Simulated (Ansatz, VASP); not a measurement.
One calculation of SiO2, two programs

```
Si O
1.0
     5.02889    0.00000    0.00000
     0.54591    4.99917    0.00000
    -2.78740   -2.49959    3.35741
Si O
2 4
Direct
  0.00000 0.00000 0.00000
  0.75000 0.25000 0.50000
  0.99838 0.62500 0.87338
  0.37500 0.24838 0.37338
  0.75162 0.12500 0.12662
  0.87500 0.00162 0.62662
```

Alike in both runs: task single point; functional PBEsol; k mesh 6 × 6 × 6; no spin polarisation.

|  | VASP | Ansatz |
| --- | --- | --- |
| version | VASP 6.6.1 | Ansatz 0.2.0 |
| potentials or method | VASP PAW PBE potentials, release 64 (Si, O) | plane waves, PAW |
| plane-wave cutoff (eV) | 520 | 420 |
| occupations | gaussian, width 0.01 eV | fixed |
| valence electrons in the cell | 32 | 32 |

```tsv
	VASP	Ansatz	Ansatz less VASP
pressure (GPa)	1.6	1.1	-0.57
traceless stress, the component that is largest in VASP (GPa)	-0.96	-1.01	-0.052
```

VASP's potentials were made for PBE, not for PBEsol.
